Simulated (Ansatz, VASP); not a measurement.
# NaTa in VASP and in Ansatz

```
Na Ta
1.0
     2.72060    0.00000    0.00000
     0.00000    2.72060    0.00000
     0.00000    0.00000    5.84143
Na Ta
1 1
Direct
  0.50000 0.50000 0.50000
  0.00000 0.00000 0.00000
```

Alike in both runs: functional PBE; k mesh 20 × 20 × 10; occupations gaussian, width 0.1 eV; no spin polarisation.

Ansatz relaxed the structure, and its values are those at the end. VASP's run is a single point on that final structure, the one shown.

|  | VASP | Ansatz |
| --- | --- | --- |
| version | VASP 6.6.1 | Ansatz 0.2.0 |
| potentials or method | VASP PAW PBE potentials, release 64 (Na_pv, Ta_pv), cutoff 520 eV | scalar-relativistic, plane waves, PAW |
| valence electrons in the cell | 18 | 22 |

|  | VASP | Ansatz | Ansatz less VASP |
| --- | --- | --- | --- |
| gap on the k mesh at the Fermi level (eV) | none | none | - |
| pressure (GPa) | 0.0 | 0.0 | -0.05 |

A gap of «none» marks a metal or a gap that the smearing closes. VASP's potentials hold 18 valence electrons a cell and Ansatz's 22, so a difference there can come from the potentials and not from the codes.

Spin-orbit coupling is off throughout.
